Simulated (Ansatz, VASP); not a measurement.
**One calculation of SiC, two programs**

INCAR

```
PREC = Accurate
ENCUT = 520
EDIFF = 1E-7
ISMEAR = 0
SIGMA = 0.05
LREAL = F
LASPH = T
NELM = 60
ALGO = Normal
ISIF = 2
LWAVE = F
LCHARG = F
GGA = PE
NBANDS = 16
```

File KPOINTS:

```
Automatic mesh
0
Gamma
  12 12 8
```

File POSCAR:

```
SiC
1.0
    3.0919366045      0.0000000000      0.0000000000
   -1.5459683023      2.6776956464      0.0000000000
    0.0000000000      0.0000000000      5.0743114968
Si C
2 2
Direct
    0.3333333333      0.6666666667      0.0045824632
    0.6666666667      0.3333333333      0.5045824632
    0.3333333333      0.6666666667      0.3804175368
    0.6666666667      0.3333333333      0.8804175368
```

Input for Ansatz:

```yaml
crystal:
  lattice:
    - [3.091936604507, 2.886742112412e-11, 0.0]
    - [-1.545968302278, 2.67769564638, 0.0]
    - [0.0, 0.0, 5.0743114968]
  atoms:
    - { symbol: Si, position: [0.3333333333333, 0.6666666666667, 0.0045824632] }
    - { symbol: Si, position: [0.6666666666667, 0.3333333333333, 0.5045824632] }
    - { symbol: C, position: [0.3333333333333, 0.6666666666667, 0.3804175368] }
    - { symbol: C, position: [0.6666666666667, 0.3333333333333, 0.8804175368] }
basis:
  ecutwfc: 420
  ecutrho_ratio: 4
  precision: f64
kpoints:
  mp_grid: { grid: [12, 12, 8] }
hamiltonian:
  xc: pbe
scf:
  occupations: { method: gaussian, width: 0.05 }
  eigensolver: { kind: davidson }
  algorithm: density_mixing
output:
  forces: true
  stress: true
```

Alike in both runs: task single point; functional PBE; k mesh 12 × 12 × 8; occupations gaussian, width 0.05 eV; no spin polarisation.

```csv
,VASP,Ansatz
version,VASP 6.6.1,Ansatz 0.2.0
potentials or method,"VASP PAW PBE potentials, release 64 (Si, C), cutoff 520 eV","scalar-relativistic, plane waves, PAW"
valence electrons in the cell,16,16
```

|  | VASP | Ansatz | Ansatz less VASP |
| --- | --- | --- | --- |
| pressure (GPa) | 0.0 | 0.0 | +0.05 |
